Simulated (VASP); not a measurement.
**Al: single point with PBEsol**

Al:

```
CELL_PARAMETERS angstrom
0.00000 2.02481 2.02481
2.02481 0.00000 2.02481
2.02481 2.02481 0.00000
ATOMIC_POSITIONS crystal
Al 0.00000 0.00000 0.00000
```

```yaml
Program: VASP 6.6.1
Task: single point
Functional: PBEsol
Potentials_or_basis: VASP PAW PBE potentials, release 64 (Al)
Cutoff: 500 eV
k_mesh: 14 × 14 × 14
Occupations: methfessel-paxton, width 0.05 eV
Spin: no spin polarisation
```

```json
{
  "Pressure": "-2.2 GPa",
  "Band gap on the k mesh": "zero (an odd number of electrons rules out a gap without spin polarisation)"
}
```

Levels at points of the mesh, in eV from the Fermi level:
| k point | band 1 | band 2 | band 3 | band 4 |
| --- | --- | --- | --- | --- |
| (0.00, 0.00, 0.00) | -11.07 | 12.58 | 12.58 | 12.58 |
| (0.50, 0.00, 0.00) | -4.55 | -4.35 | 11.35 | 11.35 |
| (0.50, 0.50, 0.00) | -2.88 | -1.59 | 5.27 | 5.58 |

Wall time 16 s on 1 thread of Intel Xeon 8259CL, on a shared host, peak memory 0.14 GiB.

Caveat: the PAW data sets were made with another functional, which shifts forces and pressure a little.
